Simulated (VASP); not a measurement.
# Ca (Fm-3m) in VASP: further runs

Runs on Ca. Level: PBEsol. Tasks: relaxation of cell and atoms.

Program: VASP 6.6.1. These are calculated values, not measurements. Logs are shortened: lines on timing, memory, paths and dates and some standing lists are left out, and cuts for length are marked.

### 1 The cell of the first run

It takes space group Fm-3m (No. 225, cubic). The conventional cell has a = 5.588 Å, b = 5.588 Å, c = 5.588 Å, α = 90.00°, β = 90.00°, γ = 90.00°. Within 5.2 Å of Ca (site symmetry m-3m) lie 12 Ca at 3.95 Å.

### 2 Relaxation of cell and atoms, PBEsol, target pressure 2 GPa, at which the enthalpy is minimised

INCAR

```
SYSTEM = Ca
PREC     = Accurate       ! precision mode
ENCUT    = 600            ! plane-wave cutoff, eV
EDIFF    = 1E-6           ! SCF threshold, eV
ISMEAR   = -1             ! smearing method
SIGMA    = 0.05           ! smearing width, eV
LREAL    = .False.        ! projectors in reciprocal space
LASPH    = .True.         ! aspherical terms in the spheres
NELM     = 80             ! most SCF steps
ALGO     = Fast           ! electronic algorithm
ISIF     = 3              ! what is computed and relaxed
LWAVE    = .False.        ! write WAVECAR
LCHARG   = .False.        ! write CHGCAR
GGA      = PS             ! functional
IBRION   = 2              ! ionic algorithm
NSW      = 60             ! ionic steps
EDIFFG   = -0.01          ! ionic threshold
PSTRESS  = 20.0
```

KPOINTS

```
regular mesh
0
Gamma
  8 8 8
  0 0 0
```

POSCAR

```
Ca
1.0
    0.0000000000      2.7942000000      2.7942000000
    2.7942000000      0.0000000000      2.7942000000
    2.7942000000      2.7942000000      0.0000000000
Ca
1
Direct
    0.0000000000      0.0000000000      0.0000000000
```

Potentials or basis: VASP PAW PBE potentials, release 64 (Ca_sv).

Command:

```bash
$ cat potpaw_PBE.64/Ca_sv/POTCAR > POTCAR
$ mpirun -np 1 vasp_std > vasp.out
```

OUTCAR:

```text
SYSTEM = Ca
   PREC = Accurate
   ENCUT = 600
   EDIFF = 1E-6
   ISMEAR = -1
   LREAL = .False.
   LASPH = .True.
   NELM = 80
   ISIF = 3
   GGA = PS
   IBRION = 2
   NSW = 60
   EDIFFG = -0.01
   PSTRESS = 20.0

 ion  position               nearest neighbor table
   1  0.000  0.000  0.000-

  LATTYP: Found a face centered cubic cell.
 ALAT       =     5.5884000000

  Lattice vectors:

 A1 = (   0.0000000000,   2.7942000000,   2.7942000000)
 A2 = (   2.7942000000,   0.0000000000,   2.7942000000)
 A3 = (   2.7942000000,   2.7942000000,   0.0000000000)

Analysis of symmetry for initial positions (statically):
=====================================================================
 Subroutine PRICEL returns:
 Original cell was already a primitive cell.

 Routine SETGRP: Setting up the symmetry group for a
 face centered cubic supercell.

 Subroutine GETGRP returns: Found 48 space group operations
 (whereof 48 operations were pure point group operations)
 out of a pool of 48 trial point group operations.

The static configuration has the point symmetry O_h .

Analysis of symmetry for dynamics (positions and initial velocities):
=====================================================================
 Subroutine PRICEL returns:
 Original cell was already a primitive cell.

 Routine SETGRP: Setting up the symmetry group for a
 face centered cubic supercell.

 Subroutine GETGRP returns: Found 48 space group operations
 (whereof 48 operations were pure point group operations)
 out of a pool of 48 trial point group operations.

The dynamic configuration has the point symmetry O_h .

 Subroutine INISYM returns: Found 48 space group operations
 (whereof 48 operations are pure point group operations),
 and found     1 'primitive' translations

----------------------------------------------------------------------------------------

                                     Primitive cell

  volume of cell :      43.6317

  direct lattice vectors                    reciprocal lattice vectors
     0.000000000  2.794200000  2.794200000    -0.178942094  0.178942094  0.178942094
     2.794200000  0.000000000  2.794200000     0.178942094 -0.178942094  0.178942094
[... 88 lines left out ...]
   NFREE  =      1    steps in history (QN), initial steepest desc. (CG)
   ISIF   =      3    stress and relaxation
   ISYM   =      2    0-nonsym 1-usesym 2-fastsym
   POTIM  = 0.5000    time-step for ionic-motion
   TEBEG  =    0.0;   TEEND  =   0.0 temperature during run
   PSTRESS=   20.0 pullay stress
   NELECT =      10.0000    total number of electrons
   NUPDOWN=      -1.0000    fix difference up-down
   EMIN   =  10.00;   EMAX   =-10.00  energy-range for DOS
   EFERMI =   0.00;   METHOD = LEGACY
   ISMEAR =    -1;   SIGMA  =   0.05  broadening in eV -4-tet -1-fermi 0-gaus
   EFERMI_NEDOS =   21; number of points for ismear=-14 and -15
   IALGO  =     68    algorithm
   IMIX   =      4    mixing-type and parameters
     AMIX     =   0.40;   BMIX     =  1.00
     AMIX_MAG =   1.60;   BMIX_MAG =  1.00
  volume/ion in A,a.u.               =      43.63       294.44
  Fermi-wavevector in a.u.,A,eV,Ry     =   1.001861  1.893242 13.656506  1.003725
  Thomas-Fermi vector in A             =   2.134310
   LORBIT       =      0    0 simple, 1 ext, 2 COOP (PROOUT), +10 PAW based schemes
   GGA     = PS    functional components
   LHFCALC =     F    Hartree Fock is set to
   AEXX    =    0.0000 exact exchange contribution
   IVDW    =     0    specifies the selected vdW correction
   LEPSILON=     F    determine dielectric tensor
   LRPA    =     F    only Hartree local field effects (RPA)
 conjugate gradient relaxation of ions
 non-spin polarized calculation
 RMM-DIIS sequential band-by-band and
  energy-cutoff  :      600.00
  volume of cell :       43.63
 maximum number of plane-waves:      1475
   NGX = 15   NGY = 15   NGZ = 15

--------------------------------------- Ionic step        1  -------------------------------------------

 number of electron      10.0000001 magnetization

 Free energy of the ion-electron system (eV)
  ---------------------------------------------------
  ext. energy  EPLUGINS =         0.00000000
  ---------------------------------------------------
  free energy    TOTEN  =        -2.12852556 eV

  energy without entropy =       -2.11655293  energy(sigma->0) =       -2.12253925

------------------------ aborting loop because EDIFF is reached ----------------------------------------

  FORCE on cell =-STRESS in cart. coord.  units (eV):
  Direction    XX          YY          ZZ          XY          YZ          ZX
  --------------------------------------------------------------------------------------
  -------------------------------------------------------------------------------------
  Total       -0.3111416     -0.3111416     -0.3111416     -0.0000000      0.0000000      0.0000000
  in kB      -11.4252641    -11.4252641    -11.4252641     -0.0000000      0.0000000      0.0000000
  external PRESSURE =     -31.4252641 kB  Pullay stress =      20.0000000 kB
[... 98 lines left out ...]
--------------------------------------- Ionic step        4  -------------------------------------------

 number of electron      10.0000001 magnetization

 Free energy of the ion-electron system (eV)
  ---------------------------------------------------
  ext. energy  EPLUGINS =         0.00000000
  ---------------------------------------------------
  free energy    TOTEN  =        -2.11775327 eV

  energy without entropy =       -2.10803867  energy(sigma->0) =       -2.11289597

 E-fermi :   2.4166     XC(G=0):  -8.2523

 val. band max:        2.3969119482   @ k =  -0.3750   0.3750   0.0000
 cond. band min:       2.4207356233   @ k =  -0.3750   0.2500   0.1250
 fundamental gap:      0.0238236751
 Fermi energy:         2.4166334073

 k-point     1 :       0.0000    0.0000    0.0000
  band No.  band energies     occupation
      1     -39.0726      2.00000
      2     -20.0406      2.00000
      3     -20.0406      2.00000
      4     -20.0406      2.00000
      5      -1.8223      2.00000
      6       4.9551      0.00000
      7       4.9551      0.00000
      8       4.9551      0.00000
      9       6.2211      0.00000
[... 265 lines left out ...]
 k-point    24 :      -0.3750    0.2500    0.1250
  band No.  band energies     occupation
      1     -39.0420      2.00000
      2     -20.2388      2.00000
      3     -20.1312      2.00000
      4     -20.0904      2.00000
      5       2.1202      1.99469
      6       2.4207      0.95900
      7       4.0116      0.00000
      8       5.3174      0.00000
      9       6.8516      0.00000

 [... further k-points ...]
[... 5 lines left out ...]
  --------------------------------------------------------------------------------------
  -------------------------------------------------------------------------------------
  Total        0.4623179      0.4623179      0.4623179      0.0000000      0.0000000     -0.0000000
  in kB       20.1006631     20.1006631     20.1006631      0.0000000      0.0000000     -0.0000000
  external PRESSURE =       0.1006631 kB  Pullay stress =      20.0000000 kB
[... 20 lines left out ...]
  energy  without entropy=       -2.1080386730  energy(sigma->0) =       -2.11289597

  enthalpy is  TOTEN    =        -1.6577506422 eV   P V=        0.4600026326

 reached required accuracy - stopping structural energy minimisation
```

OSZICAR:

```text
N       E                     dE             d eps       ncg     rms          rms(c)
DAV:   1     0.685821789589E+02    0.68582E+02   -0.54223E+03   522   0.110E+03
DAV:   2    -0.597107991272E+00   -0.69179E+02   -0.68837E+02   542   0.239E+02
DAV:   3    -0.205990046585E+01   -0.14628E+01   -0.14559E+01   811   0.363E+01
[... 59 lines left out ...]
RMM:   5    -0.211773397024E+01   -0.21310E-04   -0.12664E-04   671   0.681E-02    0.182E-02
RMM:   6    -0.211775505183E+01   -0.21082E-04   -0.40641E-05   554   0.776E-02    0.177E-02
RMM:   7    -0.211775546741E+01   -0.41559E-06   -0.38867E-05   607   0.348E-02    0.167E-02
RMM:   8    -0.211775282507E+01    0.26423E-05   -0.16932E-05   627   0.381E-02    0.159E-03
RMM:   9    -0.211775327472E+01   -0.44965E-06   -0.63089E-06   507   0.162E-02
   4 F= -.16577506E+01 E0= -.16528933E+01  d E =-.738806E-01
```

CONTCAR:

```text
Ca
   1.00000000000000
    -0.0000000000000000    2.6412142763480246    2.6412142763480246
     2.6412142763480246   -0.0000000000000000    2.6412142763480246
     2.6412142763480246    2.6412142763480246    0.0000000000000000
  Ca
     1
Direct
     1.0000000000000000    0.0000000000000000    0.0000000000000000

  0.00000000E+00  0.00000000E+00  0.00000000E+00
```

It took 60 s on 1 thread of Intel Xeon Platinum 8259CL at 2.50GHz (Skylake/Cascade Lake), shared host; peak memory 0.19 GiB.

Results:

```yaml
Free_energy: -2.1178 eV
Relaxed_volume: 36.85 Å³/atom
Relaxed_cell: a = 3.735 Å, b = 3.735 Å, c = 3.735 Å, α = 60.00°, β = 60.00°, γ = 60.00°
Space_group_after_relaxing_to_0.05_Å: Fm-3m (No. 225)
Energy_change_on_relaxing_the_enthalpy_is_what_falls: +10.8 meV/atom
Ionic_steps: 4
Pressure_after_relaxing: 2.0 GPa
Band_gap_on_the_k_mesh: zero (band 5 reaches 2.56 eV, above the bottom of band 6 at 2.42 eV)
```

The path:
```
step  energy change (eV)  largest force (eV/Å)  pressure (GPa)  volume (Å³)
   1              0.0000                0.0000           -1.14        43.63
   2             -0.0044                0.0000            1.06        38.45
   3              0.0090                0.0000            1.91        36.99
   4              0.0108                0.0000            2.01        36.85
```

Final structure:
```
Ca
1.0
     0.00000    2.64121    2.64121
     2.64121    0.00000    2.64121
     2.64121    2.64121    0.00000
Ca
1
Direct
  0.00000 0.00000 0.00000
```

Levels at points of the mesh, in eV from the Fermi level:
```
           k point  band 3  band 4  band 5  band 6  band 7  band 8
(0.00, 0.00, 0.00)  -22.46  -22.46   -4.24    2.54    2.54    2.54
(0.50, 0.00, 0.00)  -22.49  -22.49   -1.03    0.01    2.40    2.40
(0.50, 0.50, 0.00)  -22.54  -22.54   -0.58    0.51    1.28    4.62
```

Caveat: the cell is relaxed towards a set pressure, so the enthalpy falls and the energy may rise; the volume moved by over 15 % at a fixed basis, so the end points are rough; the PAW data sets were made with another functional, which shifts forces and pressure a little.

### 3 Relaxation of cell and atoms, PBEsol, target pressure 5 GPa, at which the enthalpy is minimised

INCAR

```
PREC     = Accurate       # precision mode
ENCUT    = 600            # plane-wave cutoff, eV
EDIFF    = 1E-6           # SCF threshold, eV
ISMEAR   = -1             # smearing method
SIGMA    = 0.05           # smearing width, eV
LREAL    = False          # projectors in reciprocal space
LASPH    = True           # aspherical terms in the spheres
NELM     = 100            # most SCF steps
ALGO     = Fast           # electronic algorithm
ISIF     = 3              # what is computed and relaxed
LWAVE    = False          # write WAVECAR
LCHARG   = False          # write CHGCAR
GGA      = PS             # functional
IBRION   = 2              # ionic algorithm
NSW      = 60             # ionic steps
EDIFFG   = -0.01          # ionic threshold
PSTRESS  = 50.0
```

KPOINTS

```
regular mesh
0
Gamma
  8 8 8
```

POSCAR is that of step 2.

Potentials or basis: VASP PAW PBE potentials, release 64 (Ca_sv).

Command:

```bash
$ cat potpaw_PBE.64/Ca_sv/POTCAR > POTCAR
$ mpirun -np 1 vasp_std > vasp.out
```

Run time: 83 s. Hardware: 1 thread of Intel Xeon Platinum 8259CL at 2.50GHz (Skylake/Cascade Lake), shared host; peak memory 0.19 GiB.

Results (log left out):

| Item | Value |
| --- | --- |
| Free energy | -2.0385 eV |
| Relaxed volume | 33.10 Å³/atom |
| Relaxed cell | a = 3.604 Å, b = 3.604 Å, c = 3.604 Å, α = 60.00°, β = 60.00°, γ = 60.00° |
| Space group after relaxing (to 0.05 Å) | Fm-3m (No. 225) |
| Energy change on relaxing (the enthalpy is what falls) | +90.0 meV/atom |
| Ionic steps | 7 |
| Pressure after relaxing | 5.0 GPa |
| Band gap on the k mesh | zero (filled and empty bands touch) |

The path:
```tsv
step	energy change (eV)	largest force (eV/Å)	pressure (GPa)	volume (Å³)
1	0.0000	0.0000	-1.14	43.63
2	0.0670	0.0000	4.24	33.90
3	0.0884	0.0000	4.93	33.15
4	0.0944	0.0000	5.07	32.96
5	0.0922	0.0000	5.06	33.03
6	0.0859	0.0000	4.90	33.23
7	0.0900	0.0000	4.96	33.10
```

Final structure:
```xyz
1
Lattice="0.0000 2.5483 2.5483 2.5483 0.0000 2.5483 2.5483 2.5483 0.0000" Properties=species:S:1:pos:R:3 pbc="T T T"
Ca    0.0000    0.0000    0.0000
```

Levels at points of the mesh, in eV from the Fermi level:
```
           k point  band 2  band 3  band 4  band 5  band 6  band 7  band 8  band 9
(0.00, 0.00, 0.00)  -22.20  -22.20  -22.20   -4.43    2.65    2.65    2.65    4.09
(0.50, 0.00, 0.00)  -22.54  -22.25  -22.25   -1.11    0.15    2.50    2.50    5.01
(0.50, 0.50, 0.00)  -22.52  -22.32  -22.32   -0.74    0.39    1.56    5.01    5.26
```

Caveat: the cell is relaxed towards a set pressure, so the enthalpy falls and the energy may rise; the volume moved by over 15 % at a fixed basis, so the end points are rough; the PAW data sets were made with another functional, which shifts forces and pressure a little.
